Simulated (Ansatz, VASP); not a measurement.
SrTiO3: VASP beside Ansatz

```xyz
5
Lattice="3.9364 0.0000 0.0000 0.0000 3.9364 0.0000 0.0000 0.0000 3.9364" Properties=species:S:1:pos:R:3 pbc="T T T"
Sr    0.2495    0.0000    0.0000
Ti    1.7437    1.9682    1.9682
O    -0.1960    1.9682    1.9682
O     1.7190    0.0000    1.9682
O     1.7190    1.9682    0.0000
```

Change from the starting cell: mode 1 frozen in at -0.096 Å and mode 7 at +0.288 Å (largest displacements).

Alike in both runs: task single point; functional PBE; k mesh 8 × 8 × 8; occupations gaussian, width 0.05 eV; no spin polarisation.

|  | VASP | Ansatz |
| --- | --- | --- |
| version | VASP 6.6.1 | Ansatz 0.2.0 |
| potentials or method | VASP PAW PBE potentials, release 64 (Sr_sv, Ti_sv, O), cutoff 520 eV | scalar-relativistic, plane waves, PAW |
| valence electrons in the cell | 40 | 40 |

```tsv
	VASP	Ansatz	Ansatz less VASP
gap on the k mesh at the Fermi level (eV)	1.62	1.65	+0.030
least direct gap on the mesh (eV)	2.05	2.07	+0.018
pressure (GPa)	6.3	5.6	-0.76
traceless stress, the component that is largest in VASP (GPa)	-1.12	-1.08	+0.046
rms of the force components (eV/Å)	0.659	0.632	-0.0269
```

Atom by atom the forces differ by 0.029 eV/Å (rms over components). With one functional, cell and mesh, what is left measures potentials, basis and numerics.
